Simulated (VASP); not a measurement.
Write the native input for VASP 6.6.1 that does the following.

| Quantity | Value |
| --- | --- |
| Task | single point |
| Functional | PBE-based screened hybrid with 15 % exact exchange |
| Potentials or basis | VASP PAW PBE potentials, release 64 (Cl) |
| Cutoff | 520 eV |
| k mesh | 4 × 4 × 2 |
| Occupations | gaussian, width 0.01 eV |
| Spin | no spin polarisation |
| Dipole correction | no |
| Grid for exact exchange (PRECFOCK) | Normal |
| Share of exact exchange | 0.15 |
| Further INCAR settings | ALGO = Normal; EDIFF = 1e-07; NBANDS = 22 |
| Screening parameter | 0.3 1/Å |

Cl:

```
Cl
1.0
     3.12524   -2.00725    0.00000
     3.12524    2.00725    0.00000
     0.00000    0.00000    8.14656
Cl
4
Direct
  0.87564 0.12436 0.60748
  0.12436 0.87564 0.39252
  0.62436 0.37564 0.10748
  0.37564 0.62436 0.89252
```

These files were run (other wordings do the same):

POSCAR

```
Cl
1.0
    3.1252371057     -2.0072452166      0.0000000000
    3.1252371057      2.0072452166      0.0000000000
    0.0000000000      0.0000000000      8.1465598679
Cl
4
Direct
    0.8756350467      0.1243649533      0.6074783337
    0.1243649533      0.8756350467      0.3925216663
    0.6243649533      0.3756350467      0.1074783337
    0.3756350467      0.6243649533      0.8925216663
```

INCAR.step1

```
PREC = Accurate ; ENCUT = 520
EDIFF = 1E-5 ; ISMEAR = 0
SIGMA = 0.01 ; LREAL = F
LASPH = T ; NELM = 60
ALGO = Normal ; ISIF = 2
LWAVE = T ; LCHARG = F
NBANDS = 22 ; GGA = PE
```

INCAR.step2

```
PREC = Accurate ; ENCUT = 520
EDIFF = 1E-7 ; ISMEAR = 0
SIGMA = 0.01 ; LREAL = F
LASPH = T ; NELM = 60
ALGO = Normal ; ISIF = 2
LWAVE = F ; LCHARG = F
GGA = PE ; LHFCALC = T
AEXX = 0.15 ; HFSCREEN = 0.3
PRECFOCK = Normal ; NBANDS = 22
ISTART = 1
```

KPOINTS

```
regular mesh
0
Gamma
  4 4 2
```

Potentials or basis: VASP PAW PBE potentials, release 64 (Cl).

Run with:

```console
$ cat potpaw_PBE.64/Cl/POTCAR > POTCAR
$ cp INCAR.step1 INCAR
$ mpirun -np 1 vasp_std > vasp.out
$ cp INCAR.step2 INCAR
$ mpirun -np 1 vasp_std > vasp.out
```

Results of the run:

The pressure is 1.0 GPa and the largest force is 0.440 eV/Å. The band gap on the k mesh is 3.03 eV.

Caveat: the k points lie up to 0.47 Å⁻¹ apart; this functional lacks dispersion, which holds the molecules together, so the pressure and a relaxed volume are unreliable; the PAW data sets were made with another functional, which shifts forces and pressure a little.

Wall time 38 min on 1 thread of Intel(R) Xeon(R) Platinum 8375C CPU @ 2.90GHz (Ice Lake) (shared host), peak memory 0.33 GiB.
